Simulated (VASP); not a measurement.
Set up this calculation in VASP 6.6.1, as the native input.

- Task: single point
- Functional: PBE
- Dispersion: D3(BJ)
- Potentials or basis: VASP PAW PBE potentials, release 64 (Ag, P)
- Cutoff: 520 eV
- k mesh: 2 × 3 × 1
- Occupations: gaussian, width 0.15 eV
- Spin: no spin polarisation
- Dipole correction: no
- Further INCAR settings: LREAL = Auto; ALGO = Normal; EDIFF = 1e-07; NBANDS = 104

The structure of Ag16P lies in POSCAR:

```
Ag16P
1.0
    8.1800000000      0.0000000000      0.0000000000
    0.0000000000      5.7841330000      0.0000000000
    0.0000000000      0.0000000000     15.3381000000
Ag P
16 1
Direct
    0.2500000000      0.2499999568      0.0651971235
    0.7500000000      0.2499999568      0.0651971235
    0.2500000000      0.7500000432      0.0651971235
    0.7500000000      0.7500000432      0.0651971235
    0.0004393643     -0.0014966807      0.1519683012
    0.4995603912     -0.0014961620      0.1519694095
   -0.0003911980      0.5010299729      0.1524469132
    0.5003910758      0.5010301457      0.1524468480
    0.2499985330      0.2385591756      0.2470916867
    0.7499980440      0.2557978871      0.2530836935
    0.2499981663      0.7403379210      0.2619707786
    0.7499992665      0.7675857384      0.2536477791
    0.0039952323      0.0178552257      0.3444374466
    0.4960004890      0.0178579919      0.3444377074
   -0.0337458435      0.5191872317      0.3514934053
    0.5337413203      0.5191906894      0.3514900151
    0.2499970660      0.4367850808      0.3886247971
```

The input as run:

INCAR

```
SYSTEM = Ag16P
ALGO = Normal ; EDIFF = 1E-7
ENCUT = 520 ; GGA = PE
ISIF = 2 ; ISMEAR = 0
IVDW = 12 ; LASPH = .TRUE.
LCHARG = .FALSE. ; LREAL = Auto
LWAVE = .FALSE. ; NBANDS = 104
NELM = 80 ; PREC = Accurate
SIGMA = 0.15
```

KPOINTS

```
k-points
0
G
  2 3 1
  0 0 0
```

Potentials or basis: VASP PAW PBE potentials, release 64 (Ag, P).

Command:

```console
$ cat potpaw_PBE.64/Ag/POTCAR potpaw_PBE.64/P/POTCAR > POTCAR
$ mpirun -np 1 vasp_std > vasp.out
```

Results of the run:

```json
{
  "Largest force": "0.267 eV/Å",
  "Band gap on the k mesh": "zero (an odd number of electrons rules out a gap without spin polarisation)",
  "Dispersion energy per atom": "-0.367 eV"
}
```

Caveat: the k points lie up to 0.38 Å⁻¹ apart, too coarse for converged energies and pressures of a metal; there is no dipole correction, which matters where the two faces differ.

It took 13 min on 1 thread of Intel(R) Xeon(R) Platinum 8259CL CPU @ 2.50GHz (Skylake/Cascade Lake), with other jobs on the host, peak memory 0.8 GiB.
